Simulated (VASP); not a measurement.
Write the native input for VASP 6.6.1 that does the following.

| Property | Result |
| --- | --- |
| Task | single point |
| Functional | PBE |
| Potentials or basis | VASP PAW PBE potentials, release 64 (O_h, H_h, C_h) |
| Cutoff | 1000 eV |
| k mesh | 1 × 1 × 1 |
| Occupations | fermi-dirac, width 0.02 eV |
| Spin | no spin polarisation |
| Dipole correction | no |
| Further INCAR settings | LREAL = Auto; ALGO = Normal; EDIFF = 1e-06; NBANDS = 36 |

The structure of H10CO5 lies in POSCAR:

```
H10CO5
1.0
    5.6566530000      0.0000000000      0.0000000000
    0.0000000000      5.6566530000      0.0000000000
    0.0000000000      0.0000000000      5.6566530000
O H C
5 10 1
Direct
    0.7525362986     -0.0446500849      0.3574373906
    0.8492734893      0.5744539187      0.8981929804
    0.5092834492      0.3629170380      0.1835840718
    0.0962146968      0.5779685736      0.4618044963
    0.4984763500      0.9557916860      0.8900419829
    0.6758724848     -0.1133281857      0.2188479945
    0.7188037040      0.1247647185      0.3343702455
    0.9346393254      0.5353281002      0.7515177597
    0.7841104998      0.7309465240      0.8684117149
    0.6306533641      0.4397494384      0.0830545762
    0.4541271496      0.2367579961      0.0778793498
    0.2063089501      0.5124757883      0.3461914914
    0.0097812044      0.7052279113      0.3830412934
    0.3058723376      1.0088905687      0.5924041513
    0.4720497523      0.7198897017      0.6196133296
    0.4260561441      0.8934235072      0.6950078717
```

One way to write it, as run:

INCAR

```
ALGO     = Normal         # electronic algorithm
EDIFF    = 1E-6           # SCF threshold, eV
ENCUT    = 1000           # plane-wave cutoff, eV
GGA      = PE             # functional
GGA_COMPAT= False        
ISIF     = 2              # what is computed and relaxed
ISMEAR   = -1             # smearing method
LASPH    = True           # aspherical terms in the spheres
LCHARG   = False          # write CHGCAR
LREAL    = Auto         
LWAVE    = False          # write WAVECAR
NBANDS   = 36             # bands
NELM     = 120            # most SCF steps
PREC     = Accurate       # precision mode
SIGMA    = 0.02           # smearing width, eV
```

KPOINTS

```
k-points
0
Gamma
  1 1 1
```

Potentials or basis: VASP PAW PBE potentials, release 64 (O_h, H_h, C_h).

Command:

```bash
$ cat potpaw_PBE.64/O_h/POTCAR potpaw_PBE.64/H_h/POTCAR potpaw_PBE.64/C_h/POTCAR > POTCAR
$ mpirun -np 1 vasp_gam > vasp.out
```

It gave:

The pressure is -0.2 GPa and the largest force is 0.217 eV/Å.

Caveat: the k points lie up to 1.11 Å⁻¹ apart, too coarse for converged energies, forces and pressures.

Run time: 20 s on 1 thread of AMD EPYC 9R45 96-Core Processor (Zen 5), on a shared host, peak memory 0.4 GiB.
